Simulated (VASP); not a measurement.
Input of a VASP 6.6.1 run:

The input INCAR:

```
SYSTEM = WC
PREC = Accurate
ENCUT = 520
EDIFF = 1E-6
ISMEAR = -1
SIGMA = 0.15
LREAL = Auto
LASPH = .TRUE.
NELM = 80
ALGO = Normal
ISIF = 2
LWAVE = .FALSE.
LCHARG = .TRUE.
GGA = PE
LELF = .TRUE.
LVHAR = .TRUE.
NBANDS = 86
```

Contents of KPOINTS:

```
Automatic mesh
0
G
  2 2 1
  0 0 0
```

File POSCAR:

```
WC
1.0
    5.7920000000      0.0000000000      0.0000000000
   -2.8960000000      5.0160190000      0.0000000000
    0.0000000000      0.0000000000     16.2583500000
W C
8 8
Direct
    0.0000000000      0.0000000000      0.0615068565
   -0.0386415608     -0.0037679283      0.2383944250
   -0.0000009470      0.4999981061      0.0615068565
   -0.0288108056      0.4886145766      0.2421770967
    0.5000000000      0.0000000000      0.0615068565
    0.4641013689     -0.0008373174      0.2408116445
    0.4999990530      0.4999981061      0.0615068565
    0.4452435291      0.4686983841      0.2407624390
    0.3315360715      0.1755376126      0.1409368109
    0.2775826703      0.1477067770      0.3130268447
    0.2922621099      0.6539648275      0.1421669481
    0.3364240508      0.6833108088      0.3144476531
    0.8132068258      0.1748597842      0.1474995925
    0.8273436228      0.1943971903      0.3174553383
    0.8156448182      0.6584305203      0.1430710989
    0.7918168308      0.6493795179      0.3032718572
```

Potentials or basis: VASP PAW PBE potentials, release 64 (W_sv, C).

The run is started by

```console
$ cat potpaw_PBE.64/W_sv/POTCAR potpaw_PBE.64/C/POTCAR > POTCAR
$ mpirun -np 1 vasp_std > vasp.out
```

Q: Estimate the band gap on the k mesh.

A: Zero (bands 72 and 73 overlap by 0.65 eV).

Q: What does it give for the largest force?

A: 3.418 eV/Å.

Forces in eV/Å, atoms in the order of the input:
```
W   -1.007 -0.333  0.406
W    0.311 -1.185  1.484
W   -1.499 -0.356 -0.184
W   -0.313  1.931 -0.593
W   -0.624 -0.050  0.712
W    1.192 -0.341  0.903
W   -0.810  0.164  0.125
W    1.420  3.082  0.412
C   -0.578 -1.188 -0.026
C    0.688  0.062 -0.707
C    2.190  1.079  0.698
C   -0.719 -0.778 -1.292
C    0.613 -0.833 -0.966
C   -0.386 -2.402 -1.066
C   -0.015  0.482 -0.316
C   -0.462  0.666  0.410
```

Caveat: the k points lie up to 0.63 Å⁻¹ apart, too coarse for converged energies and pressures of a metal; spin-orbit coupling is left out, which moves the levels of the heavy elements.
